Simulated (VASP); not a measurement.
Wanted: the native input for a VASP 6.6.1 run.

```yaml
Task: relaxation of cell and atoms
Functional: PBE
Potentials_or_basis: VASP PAW PBE potentials, release 64 (Bi_d, Te)
Cutoff: 600 eV
k_mesh: 12 × 12 × 12
Occupations: gaussian, width 0.1 eV
Spin: no spin polarisation
Dipole_correction: no
Further_INCAR_settings: ALGO = Normal; EDIFF = 1e-06; IBRION = 2; EDIFFG = -0.005; NSW = 100; ISIF = 3
```

The structure of BiTe lies in POSCAR:

```
BiTe
1.0
    0.0000000000      3.2349999084      3.2349999084
    3.2349999084      0.0000000000      3.2349999084
    3.2349999084      3.2349999084      0.0000000000
Bi Te
1 1
Direct
    0.5000000000      0.5000000000      0.5000000000
    0.0000000000      0.0000000000      0.0000000000
```

One way to write it, as run:

INCAR

```
SYSTEM = BiTe
PREC = Accurate
ENCUT = 600
EDIFF = 1E-6
ISMEAR = 0
SIGMA = 0.1
LREAL = .FALSE.
LASPH = .TRUE.
NELM = 80
ALGO = Normal
ISIF = 3
LWAVE = .FALSE.
LCHARG = .FALSE.
GGA = PE
IBRION = 2
NSW = 100
EDIFFG = -0.005
```

KPOINTS

```
Automatic mesh
0
G
  12 12 12
  0 0 0
```

Potentials or basis: VASP PAW PBE potentials, release 64 (Bi_d, Te).

Run with:

```console
$ cat potpaw_PBE.64/Bi_d/POTCAR potpaw_PBE.64/Te/POTCAR > POTCAR
$ mpirun -np 1 vasp_std > vasp.out
```

Results of the run:

- Relaxed volume: 34.34 Å³/atom
- Relaxed cell: a = 4.597 Å, b = 4.597 Å, c = 4.597 Å, α = 60.00°, β = 60.00°, γ = 60.00°
- Space group after relaxing (to 0.1 Å): Fm-3m (No. 225)
- Energy gained by relaxing: 1.0 meV/atom
- Ionic steps: 3
- Pressure after relaxing: 0.0 GPa
- Band gap on the k mesh: zero (an odd number of electrons rules out a gap without spin polarisation)

Caveat: spin-orbit coupling is left out, which moves the levels of the heavy elements.

It took 68 s on 1 thread of Intel(R) Xeon(R) 6975P-C (Granite Rapids) (shared host), peak memory 0.3 GiB.
